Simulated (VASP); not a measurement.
Write the native input for VASP 6.6.1 that does the following.

```
Task                   : electric field gradients
Functional             : LDA
Potentials or basis    : VASP PAW LDA potentials, release 64 (P, Ir_sv_GW)
Cutoff                 : 420 eV
k mesh                 : 11 × 11 × 11
Occupations            : fermi-dirac, width 0.05 eV
Spin                   : no spin polarisation
Dipole correction      : no
Second run             : valence_matched
Further INCAR settings : ALGO = Normal; EDIFF = 1e-08; NBANDS = 26
```

The structure of PIr2 lies in POSCAR:

```
PIr2
1.0
    0.0000000000      2.7766944197      2.7766944197
    2.7766944197      0.0000000000      2.7766944197
    2.7766944197      2.7766944197      0.0000000000
P Ir
1 2
Direct
    0.0000000000      0.0000000000      0.0000000000
    0.2500000000      0.2500000000      0.2500000000
    0.7500000000      0.7500000000      0.7500000000
```

This cell differs from its parent crystal: volume scaled by 1.01.

The input as run:

INCAR

```
SYSTEM = PIr2
PREC     = Accurate       ! precision mode
ENCUT    = 420            ! plane-wave cutoff, eV
EDIFF    = 1E-8           ! SCF threshold, eV
ISMEAR   = -1             ! smearing method
SIGMA    = 0.05           ! smearing width, eV
LREAL    = .FALSE.        ! projectors in reciprocal space
LASPH    = .TRUE.         ! aspherical terms in the spheres
NELM     = 120            ! most SCF steps
ALGO     = Normal         ! electronic algorithm
ISIF     = 2              ! what is computed and relaxed
LWAVE    = .FALSE.        ! write WAVECAR
LCHARG   = .FALSE.        ! write CHGCAR
GGA      = CA             ! functional
LEFG     = .TRUE.       
NBANDS   = 26             ! bands
GGA_COMPAT= .FALSE.
```

KPOINTS

```
regular mesh
0
G
  11 11 11
  0 0 0
```

Potentials or basis: VASP PAW LDA potentials, release 64 (P, Ir_sv_GW).

Run with:

```bash
$ cat potpaw_LDA.64/P/POTCAR potpaw_LDA.64/Ir_sv_GW/POTCAR > POTCAR
$ mpirun -np 1 vasp_std > vasp.out
```

It gave:

The pressure is -8.3 GPa.

Caveat: without QUAD_EFG the Cq values of the log hold for a quadrupole moment of 1 mb, not for the nuclei.

Wall time 52 s on 1 thread of Intel(R) Xeon(R) Platinum 8259CL CPU @ 2.50GHz (Skylake/Cascade Lake), with other jobs on the host, peak memory 0.17 GiB.
